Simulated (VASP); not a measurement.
Write the native input for VASP 6.6.1 that does the following.

* Task: single point
* Functional: PBE
* Potentials or basis: VASP PAW PBE potentials, release 64 (Ga_d, N)
* Cutoff: 600 eV
* k mesh: 8 × 8 × 8
* Occupations: gaussian, width 0.01 eV
* Spin: no spin polarisation
* Dipole correction: no
* Further INCAR settings: ALGO = Normal; EDIFF = 1e-06; NBANDS = 16

The structure of GaN lies in POSCAR:

```
GaN
1.0
    0.0000000000      2.1541323760      2.1541323760
    2.1541323760      0.0000000000      2.1541323760
    2.1541323760      2.1541323760      0.0000000000
Ga N
1 1
Direct
    0.0000000000      0.0000000000      0.0000000000
    0.7500000000      0.7500000000      0.7500000000
```

The input as run:

INCAR

```
PREC     = Accurate       # precision mode
ENCUT    = 600            # plane-wave cutoff, eV
EDIFF    = 1E-6           # SCF threshold, eV
ISMEAR   = 0              # smearing method
SIGMA    = 0.01           # smearing width, eV
LREAL    = False          # projectors in reciprocal space
LASPH    = True           # aspherical terms in the spheres
NELM     = 120            # most SCF steps
ALGO     = Normal         # electronic algorithm
ISIF     = 2              # what is computed and relaxed
LWAVE    = False          # write WAVECAR
LCHARG   = False          # write CHGCAR
GGA      = PE             # functional
NBANDS   = 16             # bands
GGA_COMPAT= False
```

KPOINTS

```
regular mesh
0
Gamma
  8 8 8
```

Potentials or basis: VASP PAW PBE potentials, release 64 (Ga_d, N).

Run with:

```sh
$ cat potpaw_PBE.64/Ga_d/POTCAR potpaw_PBE.64/N/POTCAR > POTCAR
$ mpirun -np 1 vasp_std > vasp.out
```

Results of the run:

- Pressure: 39.6 GPa
- Band gap on the k mesh: 2.60 eV, direct

It took 8.4 s on 1 thread of Intel(R) Xeon(R) Platinum 8488C (Sapphire Rapids), with other jobs on the host, peak memory 0.14 GiB.
